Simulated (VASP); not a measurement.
Here is a VASP 6.6.1 calculation.

Contents of INCAR:

```
SYSTEM = Ru
PREC     = Accurate       ! precision mode
ENCUT    = 500            ! plane-wave cutoff, eV
EDIFF    = 1E-6           ! SCF threshold, eV
ISMEAR   = -1             ! smearing method
SIGMA    = 0.1            ! smearing width, eV
LREAL    = .False.        ! projectors in reciprocal space
LASPH    = .True.         ! aspherical terms in the spheres
NELM     = 120            ! most SCF steps
ALGO     = Normal         ! electronic algorithm
ISIF     = 2              ! what is computed and relaxed
LWAVE    = .False.        ! write WAVECAR
LCHARG   = .True.         ! write CHGCAR
GGA      = CA             ! functional
LELF     = .True.         ! ELF
LVHAR    = .True.       
NBANDS   = 13             ! bands
GGA_COMPAT= .False.
```

File KPOINTS:

```
Automatic mesh
0
Gamma
  7 7 7
  0 0 0
```

File POSCAR:

```
Ru
1.0
    3.2330000000      0.0000000000      0.0000000000
    0.0000000000      3.2330000000      0.0000000000
    0.0000000000      0.0000000000      3.2330000000
Ru
1
Direct
    0.5000000000      0.5000000000      0.5000000000
```

Potentials or basis: VASP PAW LDA potentials, release 64 (Ru_pv).

Launch:

```sh
$ cat potpaw_LDA.64/Ru_pv/POTCAR > POTCAR
$ mpirun -np 1 vasp_std > vasp.out
```

Estimate the pressure.

-27.2 GPa.

Estimate the band gap on the k mesh.

zero (band 7 reaches 2.62 eV, above the bottom of band 8 at 1.50 eV).
